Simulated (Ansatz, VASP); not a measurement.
Mg: VASP beside Ansatz

Contents of INCAR:

```
SYSTEM = Mg
  PREC = Accurate
  ENCUT = 520
  EDIFF = 1E-7
  ISMEAR = -1
  SIGMA = 0.05
  LREAL = .False.
  LASPH = .True.
  NELM = 100
  ALGO = Fast
  ISIF = 2
  LWAVE = .False.
  LCHARG = .False.
  GGA = RP
  NBANDS = 12
```

The input KPOINTS:

```
Automatic mesh
0
Gamma
  10 10 3
  0 0 0
```

The input POSCAR:

```
Mg
1.0
    3.1768261656      0.0000000000      0.0000000000
   -1.5884130828      2.7512121628      0.0000000000
    0.0000000000      0.0000000000     10.3188620100
Mg
4
Direct
    0.6666666667      0.3333333333      0.7500000000
    0.0000000000      0.0000000000      0.5000000000
    0.3333333333      0.6666666667      0.2500000000
    0.0000000000      0.0000000000      0.0000000000
```

input.yaml

```yaml
crystal:
  lattice:
    - [3.1768261656, 0.0, 0.0]
    - [-1.5884130828, 2.7512121628, 0.0]
    - [0.0, 0.0, 10.31886201]
  atoms:
    - { symbol: Mg, position: [0.6666666667, 0.3333333333, 0.75] }
    - { symbol: Mg, position: [0.0, 0.0, 0.5] }
    - { symbol: Mg, position: [0.3333333333, 0.6666666667, 0.25] }
    - { symbol: Mg, position: [0.0, 0.0, 0.0] }
hamiltonian:
  xc: rpbe
  pseudopotentials: { kind: paw }
kpoints:
  mp_grid: { grid: [10, 10, 3] }
  band_path:
    path:
      - [[0.0, 0.0, 0.0], [0.5, 0.0, 0.0], [0.3333333333, 0.3333333333, 0.0], [0.0, 0.0, 0.0], [0.0, 0.0, 0.5], [0.5, 0.0, 0.5], [0.3333333333, 0.3333333333, 0.5], [0.0, 0.0, 0.5]]
      - [[0.5, 0.0, 0.5], [0.5, 0.0, 0.0]]
      - [[0.3333333333, 0.3333333333, 0.0], [0.3333333333, 0.3333333333, 0.5]]
    npoints: 14
scf:
  occupations: { method: fermi_dirac, width: 0.05 }
  n_extra_bands: 10
output:
  forces: true
  stress: true
  eigenvalues: true
  fatbands: true
```

Alike in both runs: functional RPBE; k mesh 10 × 10 × 3; occupations fermi-dirac, width 0.05 eV; no spin polarisation.

|  | VASP | Ansatz |
| --- | --- | --- |
| version | VASP 6.6.1 | Ansatz 0.2.0 |
| potentials or method | VASP PAW PBE potentials, release 64 (Mg) | Ansatz PAW |
| plane-wave cutoff (eV) | 520 | 420 |
| valence electrons in the cell | 8 | 40 |
| task | single point | band structure |

Ansatz gave:

| Property | Result |
| --- | --- |
| gap on the k mesh at the Fermi level (eV) | none |
| pressure (GPa) | 2.1 |
| traceless stress, the component that is largest in VASP (GPa) | 0.49 |

What did VASP give for the same quantities?

gap on the k mesh at the Fermi level (eV): none; pressure (GPa): 1.9; traceless stress, the component that is largest in VASP (GPa): 0.49.

VASP's potentials were made for PBE, not for RPBE. A gap of «none» marks a metal or a gap that the smearing closes. VASP's potentials hold 8 valence electrons a cell and Ansatz's 40, so a difference there can come from the potentials and not from the codes.
